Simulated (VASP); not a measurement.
Wanted: the native input for a VASP 6.6.1 run.

```
Task                   : relaxation of cell and atoms
Functional             : LDA
Potentials or basis    : VASP PAW LDA potentials, release 64 (Li_sv, F)
Cutoff                 : 600 eV
k mesh                 : 10 × 10 × 10, shifted
Occupations            : fermi-dirac, width 0.1 eV
Spin                   : no spin polarisation
Dipole correction      : no
Further INCAR settings : ALGO = Normal; EDIFF = 1e-06; ISYM = 0; IBRION = 2; EDIFFG = -0.002; NSW = 100; ISIF = 3
```

The structure of LiF lies in POSCAR:

```
LiF
1.0
    0.0000000000      2.0140000000      2.0140000000
    2.0140000000      0.0000000000      2.0140000000
    2.0140000000      2.0140000000      0.0000000000
Li F
1 1
Direct
    0.0000000000      0.0000000000      0.0000000000
    0.5000000000      0.5000000000      0.5000000000
```

These files were run (other wordings do the same):

INCAR

```
PREC = Accurate
ENCUT = 600
EDIFF = 1E-6
ISMEAR = -1
SIGMA = 0.1
LREAL = F
LASPH = T
NELM = 100
ALGO = Normal
ISIF = 3
LWAVE = F
LCHARG = F
IBRION = 2
NSW = 100
EDIFFG = -0.002
ISYM = 0
```

KPOINTS

```
Automatic mesh
0
Gamma
  10 10 10
  0.5 0.5 0.5
```

Potentials or basis: VASP PAW LDA potentials, release 64 (Li_sv, F).

The run is started by

```bash
$ cat potpaw_LDA.64/Li_sv/POTCAR potpaw_LDA.64/F/POTCAR > POTCAR
$ mpirun -np 1 vasp_std > vasp.out
```

It gave:

| Property | Result |
| --- | --- |
| Relaxed volume | 7.39 Å³/atom |
| Relaxed cell | a = 2.755 Å, b = 2.755 Å, c = 2.755 Å, α = 60.00°, β = 60.00°, γ = 60.00° |
| Space group after relaxing (to 0.1 Å) | Fm-3m (No. 225) |
| Energy gained by relaxing | 18.5 meV/atom |
| Ionic steps | 4 |
| Pressure after relaxing | 0.0 GPa |
| Band gap on the k mesh | 9.87 eV |

Caveat: the cutoff is under 1.25 times the usual one of these potentials, so pressure, stress and relaxed cells hold a basis-set (Pulay) error; a shifted mesh leaves out Γ, where band edges can lie.

It took 15 min on 1 thread of Intel Xeon 8259CL, on a shared host, peak memory 0.46 GiB.
